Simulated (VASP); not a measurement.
# HRh8 in VASP: notebook

The runs below take HRh8 through single point, with PBE+D3(BJ).

All numbers are computed with VASP 6.6.1; they aren't measurements. Logs are shortened: lines on timing, memory, paths and dates and some standing lists are left out, and cuts for length are marked.

**1. The cell of the first run**

The cell holds a slab with vacuum, 9 atoms: a = 5.365 Å, b = 3.794 Å, c = 21.240 Å, α = 90.00°, β = 90.00°, γ = 90.00°.

**2. Single point, PBE+D3(BJ)**

File INCAR:

```
PREC = Accurate
ENCUT = 520
EDIFF = 1E-6
ISMEAR = 0
SIGMA = 0.1
LREAL = False
LASPH = True
NELM = 100
ALGO = Normal
ISIF = 2
LWAVE = False
LCHARG = False
LDIPOL = True
IDIPOL = 3
DIPOL = 0.5 0.5 0.310
GGA = PE
IVDW = 12
NBANDS = 70
```

File KPOINTS:

```
Automatic mesh
0
Gamma
  5 7 1
```

File POSCAR:

```
HRh8
1.0
    5.3650160441      0.0000000000      0.0000000000
    0.0000000000      3.7936392259      0.0000000000
    0.0000000000      0.0000000000     21.2400770646
Rh H
8 1
Direct
    0.2500000000      0.5000000000      0.1883232338
    0.7500000000      0.5000000000      0.1883232338
    0.0000000000      0.0000000000      0.2514705570
    0.5000000000      0.0000000000      0.2514705570
    0.2500000000      0.5000000000      0.3153506346
    0.7500000000      0.5000000000      0.3153506346
    0.0000000000      0.0000000000      0.3738252475
    0.5000000000      0.0000000000      0.3738252475
    0.2500000000      0.0000000000      0.5291919154
```

Potentials or basis: VASP PAW PBE potentials, release 64 (Rh_pv, H).

Command:

```
> cat potpaw_PBE.64/Rh_pv/POTCAR potpaw_PBE.64/H/POTCAR > POTCAR
> mpirun -np 1 vasp_std > vasp.out
```

OUTCAR:

```text
PREC = Accurate
   ENCUT = 520
   EDIFF = 1E-6
   ISMEAR = 0
   LREAL = False
   LASPH = True
   NELM = 100
   ISIF = 2
   GGA = PE
   IVDW = 12
 IVDW          = 12

 ion  position               nearest neighbor table
   1  0.250  0.500  0.188-   2 2.68   2 2.68   4 2.68   3 2.68   4 2.68   3 2.68   5 2.70
   2  0.750  0.500  0.188-   1 2.68   1 2.68   4 2.68   3 2.68   4 2.68   3 2.68   6 2.70
   3  0.000  0.000  0.251-   7 2.60   4 2.68   4 2.68   2 2.68   1 2.68   2 2.68   1 2.68   5 2.69
                             5 2.69   6 2.69   6 2.69
   4  0.500  0.000  0.251-   8 2.60   3 2.68   3 2.68   2 2.68   1 2.68   2 2.68   1 2.68   5 2.69
                             5 2.69   6 2.69   6 2.69
   5  0.250  0.500  0.315-   7 2.63   8 2.63   7 2.63   8 2.63   6 2.68   6 2.68   4 2.69   4 2.69
                             3 2.69   3 2.69   1 2.70
   6  0.750  0.500  0.315-   7 2.63   8 2.63   7 2.63   8 2.63   5 2.68   5 2.68   4 2.69   4 2.69
                             3 2.69   3 2.69   2 2.70
   7  0.000  0.000  0.374-   3 2.60   5 2.63   6 2.63   5 2.63   6 2.63   8 2.68   8 2.68
   8  0.500  0.000  0.374-   4 2.60   5 2.63   6 2.63   5 2.63   6 2.63   7 2.68   7 2.68
   9  0.250  0.000  0.529-

  LATTYP: Found a simple orthorhombic cell.
 ALAT       =     3.7936392259
 B/A-ratio  =     1.4142135624
 C/A-ratio  =     5.5988658383

  Lattice vectors:

 A1 = (   0.0000000000,  -3.7936392259,   0.0000000000)
 A2 = (   5.3650160441,   0.0000000000,   0.0000000000)
 A3 = (   0.0000000000,   0.0000000000,  21.2400770646)

Analysis of symmetry for initial positions (statically):
=====================================================================
 Subroutine PRICEL returns:
 Original cell was already a primitive cell.

 Routine SETGRP: Setting up the symmetry group for a
 simple orthorhombic supercell.

 Subroutine GETGRP returns: Found  4 space group operations
 (whereof  2 operations were pure point group operations)
 out of a pool of  8 trial point group operations.

The static configuration has the point symmetry C_1h.
 The point group associated with its full space group is C_2v.

Analysis of symmetry for dynamics (positions and initial velocities):
=====================================================================
 Subroutine PRICEL returns:
 Original cell was already a primitive cell.

 Routine SETGRP: Setting up the symmetry group for a
 simple orthorhombic supercell.

 Subroutine GETGRP returns: Found  4 space group operations
 (whereof  2 operations were pure point group operations)
 out of a pool of  8 trial point group operations.

The dynamic configuration has the point symmetry C_1h.
 The point group associated with its full space group is C_2v.

 Subroutine INISYM returns: Found  4 space group operations
 (whereof  2 operations are pure point group operations),
 and found     1 'primitive' translations

----------------------------------------------------------------------------------------

                                     Primitive cell

  volume of cell :     432.2979

  direct lattice vectors                    reciprocal lattice vectors
     5.365016044  0.000000000  0.000000000     0.186392732  0.000000000  0.000000000
     0.000000000  3.793639226  0.000000000     0.000000000  0.263599130  0.000000000
     0.000000000  0.000000000 21.240077065     0.000000000  0.000000000  0.047080808

  length of vectors
     5.365016044  3.793639226 21.240077065     0.186392732  0.263599130  0.047080808

  position of ions in fractional coordinates (direct lattice)
     0.250000000  0.500000000  0.188323234
     0.750000000  0.500000000  0.188323234
     0.000000000  0.000000000  0.251470557
     0.500000000  0.000000000  0.251470557
     0.250000000  0.500000000  0.315350635
     0.750000000  0.500000000  0.315350635
     0.000000000  0.000000000  0.373825248
     0.500000000  0.000000000  0.373825248
     0.250000000  0.000000000  0.529191915

  ion indices of the primitive-cell ions
   primitive index   ion index
                 1           1
                 2           2
                 3           3
                 4           4
                 5           5
                 6           6
                 7           7
                 8           8
                 9           9

----------------------------------------------------------------------------------------

 KPOINTS: Automatic mesh

Automatic generation of k-mesh.
 Grid dimensions read from file:
 generate k-points for:    5    7    1

 Generating k-lattice:

  Cartesian coordinates                     Fractional coordinates (reciprocal lattice)
     0.037278546  0.000000000  0.000000000     0.200000000  0.000000000  0.000000000
     0.000000000  0.037657019  0.000000000     0.000000000  0.142857143  0.000000000
     0.000000000  0.000000000  0.047080808     0.000000000  0.000000000  1.000000000

  Length of vectors
     0.037278546  0.037657019  0.047080808

  Shift w.r.t. Gamma in fractional coordinates (k-lattice)
     0.000000000  0.000000000  0.000000000

 Subroutine IBZKPT returns following result:
 ===========================================

 Found     12 irreducible k-points:

 Following reciprocal coordinates:
            Coordinates               Weight
  0.000000  0.000000  0.000000      1.000000
  0.200000  0.000000  0.000000      2.000000
  0.400000  0.000000  0.000000      2.000000
  0.000000  0.142857  0.000000      2.000000
  0.200000  0.142857  0.000000      4.000000
  0.400000  0.142857  0.000000      4.000000
  0.000000  0.285714  0.000000      2.000000
  0.200000  0.285714  0.000000      4.000000
  0.400000  0.285714  0.000000      4.000000
  0.000000  0.428571  0.000000      2.000000
  0.200000  0.428571  0.000000      4.000000
  0.400000  0.428571  0.000000      4.000000
   k-points           NKPTS =     12   k-points in BZ     NKDIM =     12   number of bands    NBANDS=     70
   number of dos      NEDOS =    301   number of ions     NIONS =      9
   total plane-waves  NPLWV = 179200
   dimension x,y,z NGX =    40 NGY =   28 NGZ =  160
   dimension x,y,z NGXF=    80 NGYF=   56 NGZF=  320
   ions per type =               8   1
   NGX,Y,Z   is equivalent  to a cutoff of  12.39, 12.27, 12.52 a.u.
   NGXF,Y,Z  is equivalent  to a cutoff of  24.79, 24.54, 25.05 a.u.
 SYSTEM =  unknown system
   PREC   = accura    normal or accurate (medium, high low for compatibility)
   ISTART =      0    job   : 0-new  1-cont  2-samecut
   ICHARG =      2    charge: 1-file 2-atom 10-const
   ISPIN  =      1    spin polarized calculation?
   LNONCOLLINEAR =      F non collinear calculations
   LSORBIT =      F    spin-orbit coupling
   LASPH  =      T    aspherical Exc in radial PAW
   ENCUT  =  520.0 eV  38.22 Ry    6.18 a.u.   9.98  7.05 39.49*2*pi/ulx,y,z
   NELM   =    100;   NELMIN=  2; NELMDL= -5     # of ELM steps
   EDIFF  = 0.1E-05   stopping-criterion for ELM
   LREAL  =      F    real-space projection
   EDIFFG = 0.1E-04   stopping-criterion for IOM
   NSW    =      0    number of steps for IOM
   IBRION =     -1    ionic relax: 0-MD 1-quasi-New 2-CG
   NFREE  =      0    steps in history (QN), initial steepest desc. (CG)
   ISIF   =      2    stress and relaxation
   ISYM   =      2    0-nonsym 1-usesym 2-fastsym
   POTIM  = 0.5000    time-step for ionic-motion
   TEBEG  =    0.0;   TEEND  =   0.0 temperature during run
   PSTRESS=    0.0 pullay stress
   NELECT =     121.0000    total number of electrons
   NUPDOWN=      -1.0000    fix difference up-down
   EMIN   =  10.00;   EMAX   =-10.00  energy-range for DOS
   EFERMI =   0.00;   METHOD = LEGACY
   ISMEAR =     0;   SIGMA  =   0.10  broadening in eV -4-tet -1-fermi 0-gaus
   EFERMI_NEDOS =   21; number of points for ismear=-14 and -15
   IALGO  =     38    algorithm
   IMIX   =      4    mixing-type and parameters
     AMIX     =   0.40;   BMIX     =  1.00
     AMIX_MAG =   1.60;   BMIX_MAG =  1.00
  volume/ion in A,a.u.               =      48.03       324.14
  Fermi-wavevector in a.u.,A,eV,Ry     =   1.070884  2.023676 15.603046  1.146792
  Thomas-Fermi vector in A             =   2.206607
   LORBIT       =      0    0 simple, 1 ext, 2 COOP (PROOUT), +10 PAW based schemes
   GGA     = PE    functional components
   LHFCALC =     F    Hartree Fock is set to
   AEXX    =    0.0000 exact exchange contribution
   IVDW    =    12    specifies the selected vdW correction
   LEPSILON=     F    determine dielectric tensor
   LRPA    =     F    only Hartree local field effects (RPA)
 non-spin polarized calculation
 Gauss-broadening in eV      SIGMA  =   0.10
  energy-cutoff  :      520.00
  volume of cell :      432.30
 maximum number of plane-waves:     11681
 NGX is ok and might be reduce to    40
   NGX = 19   NGY = 15   NGZ = 79

 dipolmoment           0.000000      0.000000     -0.004768 electrons x Angstroem

 number of electron     121.0000042 magnetization

 dipolmoment           0.000000      0.000000      0.207213 electrons x Angstroem

 Free energy of the ion-electron system (eV)
  ---------------------------------------------------
  ext. energy  EPLUGINS =         0.00000000
  ---------------------------------------------------
  free energy    TOTEN  =       -52.26976081 eV

  energy without entropy =      -52.16611330  energy(sigma->0) =      -52.21793706

 E-fermi :  -0.9683     XC(G=0):  -4.8864

 val. band max:       -0.9703970432   @ k =   0.4000   0.1429   0.0000
 cond. band min:      -0.9671443922   @ k =   0.0000   0.0000   0.0000
 fundamental gap:      0.0032526510
 Fermi energy:        -0.9683197026

 k-point     1 :       0.0000    0.0000    0.0000
  band No.  band energies     occupation
      1     -47.9425      2.00000
      2     -47.8888      2.00000
      3     -47.8770      2.00000
      4     -47.6740      2.00000
      5     -47.6298      2.00000
      6     -47.5732      2.00000
[... 62 lines left out ...]
     69       2.3010      0.00000
     70       2.3781      0.00000

 k-point     2 :       0.2000    0.0000    0.0000
  band No.  band energies     occupation
      1     -47.9106      2.00000
      2     -47.8733      2.00000
      3     -47.8387      2.00000
      4     -47.7059      2.00000
      5     -47.6390      2.00000
      6     -47.5995      2.00000
[... 62 lines left out ...]
     69       0.5345      0.00000
     70       0.6752      0.00000

 k-point     3 :       0.4000    0.0000    0.0000
  band No.  band energies     occupation
      1     -47.8301      2.00000
      2     -47.8247      2.00000
      3     -47.7685      2.00000
      4     -47.7439      2.00000
      5     -47.7148      2.00000
      6     -47.6509      2.00000
[... 646 lines left out ...]
     69       0.6618      0.00000
     70       1.8599      0.00000

 k-point    12 :       0.4000    0.4286    0.0000
  band No.  band energies     occupation
      1     -47.8741      2.00000
      2     -47.8538      2.00000
      3     -47.8412      2.00000
      4     -47.7560      2.00000
      5     -47.6757      2.00000
      6     -47.6555      2.00000
[... 62 lines left out ...]
     69       1.5339      0.00000
     70       1.6661      0.00000

------------------------ aborting loop because EDIFF is reached ----------------------------------------

 vacuum level on the upper side and lower side of the slab       (xc-potential included)         0.711        -1.079

 Edisp (eV)   -3.09483

 E8    (eV) :    -1.4555

  FORCE on cell =-STRESS in cart. coord.  units (eV):
  Direction    XX          YY          ZZ          XY          YZ          ZX
  --------------------------------------------------------------------------------------
  -------------------------------------------------------------------------------------
  Total      -9.04244    -6.21984    -4.39085     0.00000     0.00000     0.00000
  in kB     -33.51298   -23.05190   -16.27330     0.00000     0.00000     0.00000
  external pressure =      -24.28 kB  Pullay stress =        0.00 kB

 VOLUME and BASIS-vectors are now :
 -----------------------------------------------------------------------------
  energy-cutoff  :      520.00
  volume of cell :      432.30
      direct lattice vectors                 reciprocal lattice vectors
     5.365016044  0.000000000  0.000000000     0.186392732  0.000000000  0.000000000
     0.000000000  3.793639226  0.000000000     0.000000000  0.263599130  0.000000000
     0.000000000  0.000000000 21.240077065     0.000000000  0.000000000  0.047080808

 POSITION                                       TOTAL-FORCE (eV/Angst)
 -----------------------------------------------------------------------------------
      1.34125      1.89682      4.00000         0.000000      0.000000      0.608818
      4.02376      1.89682      4.00000         0.000000      0.000000      0.627788
      0.00000      0.00000      5.34125        -0.011650      0.000000     -0.517339
      2.68251      0.00000      5.34125         0.011650      0.000000     -0.517339
      1.34125      1.89682      6.69807         0.000000      0.000000     -0.129518
      4.02376      1.89682      6.69807         0.000000      0.000000     -0.113667
      0.00000      0.00000      7.94008         0.196741      0.000000      0.387408
      2.68251      0.00000      7.94008        -0.196741      0.000000      0.387408
      1.34125      0.00000     11.24008         0.000000      0.000000     -0.733560
 -----------------------------------------------------------------------------------
    total drift:                                0.000000      0.000000      0.000735

  FREE ENERGIE OF THE ION-ELECTRON SYSTEM (eV)
  ---------------------------------------------------
  free  energy   TOTEN  =       -55.3645928531 eV

  energy  without entropy=      -55.2609453360  energy(sigma->0) =      -55.31276909

 vacuum level on the upper side and lower side of the slab         5.296         3.464
```

Wall time 8.5 min (1 thread of Intel Xeon Platinum 8559C (Emerald Rapids), shared host); peak memory 0.54 GiB.

What came out:

```
Free energy                : -55.3646 eV
Largest force              : 0.734 eV/Å
Dispersion energy per atom : -0.344 eV
```

Forces on the atoms (eV/Å):
```
Rh   0.000  0.000  0.609
Rh   0.000  0.000  0.628
Rh  -0.012  0.000 -0.517
Rh   0.012  0.000 -0.517
Rh   0.000  0.000 -0.130
Rh   0.000  0.000 -0.114
Rh   0.197  0.000  0.387
Rh  -0.197  0.000  0.387
H    0.000  0.000 -0.734
```

[end of part 1 of 2]
